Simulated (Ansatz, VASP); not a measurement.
## Mo in VASP and in Ansatz

File INCAR:

```
ALGO = Fast ; EDIFF = 1E-7
ENCUT = 520 ; GGA = PS
ISIF = 2 ; ISMEAR = 0
LASPH = True ; LCHARG = True
LELF = True ; LREAL = False
LVHAR = True ; LWAVE = False
NBANDS = 21 ; NELM = 60
PREC = Accurate ; SIGMA = 0.1
```

KPOINTS

```
k-points
0
Gamma
  18 18 10
```

Contents of POSCAR:

```
Mo
1.0
    2.7302016916      0.0000000000      0.0000000000
   -1.3651008458      2.3644240223      0.0000000000
    0.0000000000      0.0000000000      4.8390310977
Mo
2
Direct
    0.3333333333      0.6666666667      0.2500000000
    0.6666666667      0.3333333333      0.7500000000
```

Input for Ansatz:

```yaml
crystal:
  lattice:
    - [2.7302016916, 0.0, 0.0]
    - [-1.3651008458, 2.3644240223, 0.0]
    - [0.0, 0.0, 4.8390310977]
  atoms:
    - { symbol: Mo, position: [0.3333333333, 0.6666666667, 0.25] }
    - { symbol: Mo, position: [0.6666666667, 0.3333333333, 0.75] }
basis:
  ecutwfc: 420
kpoints:
  mp_grid: { grid: [18, 18, 10] }
  band_path:
    path:
      - [0.0, 0.0, 0.0]
      - [0.5, 0.0, 0.0]
      - [0.3333333333, 0.3333333333, 0.0]
      - [0.0, 0.0, 0.5]
      - [0.5, 0.0, 0.5]
      - [0.3333333333, 0.3333333333, 0.5]
      - [0.05555556, 0.44444444, 0.4]
    npoints: 1
hamiltonian:
  xc: pbesol
scf:
  occupations: { method: gaussian, width: 0.1 }
  n_extra_bands: 4
output:
  forces: true
  stress: true
  eigenvalues: true
```

Alike in both runs: task single point; functional PBEsol; k mesh 18 × 18 × 10; occupations gaussian, width 0.1 eV; no spin polarisation.

```csv
,VASP,Ansatz
version,VASP 6.6.1,Ansatz 0.2.0
potentials or method,"VASP PAW PBE potentials, release 64 (Mo_sv), cutoff 520 eV","scalar-relativistic, plane waves, PAW"
valence electrons in the cell,28,28
```

|  | VASP | Ansatz | Ansatz less VASP |
| --- | --- | --- | --- |
| gap on the k mesh at the Fermi level (eV) | none | none | - |
| pressure (GPa) | 0.5 | 0.0 | -0.51 |
| traceless stress, the component that is largest in VASP (GPa) | -0.07 | 0.02 | +0.091 |

VASP's potentials were made for PBE, not for PBEsol. A gap of «none» marks a metal or a gap that the smearing closes.
